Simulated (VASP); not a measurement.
# Hf in VASP: further runs, part 2 of 2

VASP 6.6.1. Earlier steps stand in the parts before.

**6. Relaxation of cell and atoms, PBE-based screened hybrid with 25 % exact exchange**

Input file POSCAR:

```
Hf
1.0
    0.0000000000      2.2200000000      2.2200000000
    2.2200000000      0.0000000000      2.2200000000
    2.2200000000      2.2200000000      0.0000000000
Hf
1
Direct
    0.0000000000      0.0000000000      0.0000000000
```

Input file INCAR.step1:

```
PREC = Accurate ; ENCUT = 600
EDIFF = 1E-5 ; ISMEAR = -1
SIGMA = 0.05 ; LREAL = F
LASPH = T ; NELM = 80
ALGO = Normal ; LWAVE = T
LCHARG = F ; GGA = PE
NBANDS = 11
```

Input file INCAR.step2:

```
PREC = Accurate ; ENCUT = 600
EDIFF = 1E-6 ; ISMEAR = -1
SIGMA = 0.05 ; LREAL = F
LASPH = T ; NELM = 80
ALGO = Normal ; ISIF = 3
LWAVE = F ; LCHARG = F
GGA = PE ; LHFCALC = T
AEXX = 0.25 ; HFSCREEN = 0.3
PRECFOCK = Normal ; IBRION = 2
NSW = 60 ; EDIFFG = -0.01
ISTART = 1
```

Input file KPOINTS:

```
regular mesh
0
Gamma
  5 5 5
```

Potentials or basis: VASP PAW PBE potentials, release 64 (Hf_pv).

The run is started by

```console
> cat potpaw_PBE.64/Hf_pv/POTCAR > POTCAR
> cp INCAR.step1 INCAR
> mpirun -np 1 vasp_std > vasp.out
> cp INCAR.step2 INCAR
> mpirun -np 1 vasp_std > vasp.out
```

OUTCAR:

```text
PREC = Accurate
   ENCUT = 600
   EDIFF = 1E-6
   ISMEAR = -1
   LREAL = F
   LASPH = T
   NELM = 80
   ISIF = 3
   GGA = PE
   LHFCALC = T
   AEXX = 0.25
   HFSCREEN = 0.3
   PRECFOCK = Normal
   IBRION = 2
   NSW = 60
   EDIFFG = -0.01
   ISTART = 1

 ion  position               nearest neighbor table
   1  0.000  0.000  0.000-

  LATTYP: Found a face centered cubic cell.
 ALAT       =     4.4400000000

  Lattice vectors:

 A1 = (   0.0000000000,   2.2200000000,   2.2200000000)
 A2 = (   2.2200000000,   0.0000000000,   2.2200000000)
 A3 = (   2.2200000000,   2.2200000000,   0.0000000000)

Analysis of symmetry for initial positions (statically):
=====================================================================
 Subroutine PRICEL returns:
 Original cell was already a primitive cell.

 Routine SETGRP: Setting up the symmetry group for a
 face centered cubic supercell.

 Subroutine GETGRP returns: Found 48 space group operations
 (whereof 48 operations were pure point group operations)
 out of a pool of 48 trial point group operations.
[... 141 lines left out ...]
 maximum number of plane-waves:       739
 NGX is ok and might be reduce to    28
  NGX = 20; NGY = 20; NGZ = 20

--------------------------------------- Ionic step        1  -------------------------------------------

 number of electron      10.0000000 magnetization

 Free energy of the ion-electron system (eV)
  ---------------------------------------------------
  ext. energy  EPLUGINS =         0.00000000
  ---------------------------------------------------
  free energy    TOTEN  =       -10.87896676 eV

  energy without entropy =      -10.87168825  energy(sigma->0) =      -10.87532750

------------------------ aborting loop because EDIFF is reached ----------------------------------------

  FORCE on cell =-STRESS in cart. coord.  units (eV):
  Direction    XX          YY          ZZ          XY          YZ          ZX
  --------------------------------------------------------------------------------------
  -------------------------------------------------------------------------------------
  Total        0.3079733      0.3079733      0.3079733      0.0000000     -0.0000000      0.0000000
  in kB       22.5493877     22.5493877     22.5493877      0.0000000     -0.0000000      0.0000000
  external PRESSURE =      22.5493877 kB  Pullay stress =       0.0000000 kB
[... 57 lines left out ...]
--------------------------------------- Ionic step        3  -------------------------------------------

 number of electron      10.0000001 magnetization

 Free energy of the ion-electron system (eV)
  ---------------------------------------------------
  ext. energy  EPLUGINS =         0.00000000
  ---------------------------------------------------
  free energy    TOTEN  =       -10.88200942 eV

  energy without entropy =      -10.87524672  energy(sigma->0) =      -10.87862807

 E-fermi :   4.5046     XC(G=0):  -9.4477

 val. band max:        4.4048924560   @ k =  -0.2000   0.2000   0.0000
 cond. band min:       4.6079681789   @ k =   0.2000   0.2000   0.0000
 fundamental gap:      0.2030757229
 Fermi energy:         4.5046347039

 k-point     1 :       0.0000    0.0000    0.0000
  band No.  band energies     occupation
      1     -27.4272      2.00000
      2     -27.4272      2.00000
      3     -27.4272      2.00000
      4      -3.3959      2.00000
      5       6.4968      0.00000
      6       6.4968      0.00000
      7       6.4968      0.00000
      8       9.5760      0.00000
      9       9.5760      0.00000
[... 134 lines left out ...]
  FREE ENERGIE OF THE ION-ELECTRON SYSTEM (eV)
  ---------------------------------------------------
  free  energy   TOTEN  =       -10.8820094207 eV

  energy  without entropy=      -10.8752467203  energy(sigma->0) =      -10.87862807

 reached required accuracy - stopping structural energy minimisation
```

It took 17 min on 1 thread of Intel Xeon Platinum 8259CL at 2.50GHz (Skylake/Cascade Lake), shared host; peak memory 0.28 GiB.

Results:

```
Free energy                           : -10.8820 eV
Relaxed volume                        : 22.32 Å³/atom
Relaxed cell                          : a = 3.160 Å, b = 3.160 Å, c = 3.160 Å, α = 60.00°, β = 60.00°, γ = 60.00°
Space group after relaxing (to 0.1 Å) : Fm-3m (No. 225)
Energy gained by relaxing             : 3.0 meV/atom
Ionic steps                           : 3
Pressure after relaxing               : 0.0 GPa
Band gap on the k mesh                : zero (bands 5 and 6 overlap by 2.21 eV)
```

Step by step:
```
step  energy change (eV)  largest force (eV/Å)  pressure (GPa)  volume (Å³)
   1              0.0000                0.0000            2.25        21.88
   2              0.0014                0.0000           -2.52        22.87
   3             -0.0030                0.0000           -0.04        22.32
```

Final structure:
```
Hf
1.0
     0.00000    2.23480    2.23480
     2.23480    0.00000    2.23480
     2.23480    2.23480    0.00000
Hf
1
Direct
  0.00000 0.00000 0.00000
```

Levels at points of the mesh, in eV from the Fermi level:
| k point | band 2 | band 3 | band 4 | band 5 | band 6 | band 7 | band 8 | band 9 |
| --- | --- | --- | --- | --- | --- | --- | --- | --- |
| (0.00, 0.00, 0.00) | -31.93 | -31.93 | -7.90 | 1.99 | 1.99 | 1.99 | 5.07 | 5.07 |

Caveat: the k points lie up to 0.49 Å⁻¹ apart in the final cell, too coarse for converged energies and pressures of a metal; the PAW data sets were made with another functional, which shifts forces and pressure a little; spin-orbit coupling is left out, which moves the levels of the heavy elements. Zero-point motion and thermal expansion aren't in these numbers.

**7. Overview**

```tsv
task	level	U	cell	k mesh	cutoff (eV)	smearing	grid for exact exchange (PRECFOCK)	share of exact exchange	screening parameter	gap on the mesh (eV)	pressure (GPa)	relaxed volume (Å³/atom)
single point	PBEsol+U	Hf d U = 4.5 eV	a = 3.192, b = 3.137, c = 3.138 Å, angles 58.6, 60.5, 58.9°, 1 atom	10 × 10 × 10	520	methfessel-paxton 0.2 eV	-	-	-	none	15.1	-
relaxation of cell and atoms	PBEsol-based global hybrid with 25 % exact exchange	-	relaxed from a = 3.140 Å, angles 60.0°, 1 atom	5 × 5 × 5	600	fermi-dirac 0.05 eV	Normal	0.25	-	none	0.0	21.62
relaxation of cell and atoms	B3LYP	-	relaxed from a = 3.140 Å, angles 60.0°, 1 atom	5 × 5 × 5	600	fermi-dirac 0.05 eV	Normal	0.2	-	none	0.0	22.76
relaxation of cell and atoms	HSE06	-	relaxed from a = 3.140 Å, angles 60.0°, 1 atom	5 × 5 × 5	600	fermi-dirac 0.05 eV	Normal	0.25	0.2079 1/Å	none	0.0	22.30
relaxation of cell and atoms	PBE-based screened hybrid with 25 % exact exchange	-	relaxed from a = 3.140 Å, angles 60.0°, 1 atom	5 × 5 × 5	600	fermi-dirac 0.05 eV	Normal	0.25	0.3 1/Å	none	0.0	22.32
```

Alike in all rows: potentials or basis VASP PAW PBE potentials, release 64 (Hf_pv); no spin polarisation.

Caveats: some runs use coarse meshes; the PAW data sets were made with another functional, which shifts forces and pressure a little; spin-orbit coupling is left out, which moves the levels of the heavy elements; the cell stands under pressure (at least some runs); U without spin polarisation on a metal has little footing (at least some runs); the U is typed as a test and isn't derived for this compound (at least some runs).

Total energies depend on the potentials used, so only differences within one code and one set of settings carry meaning.
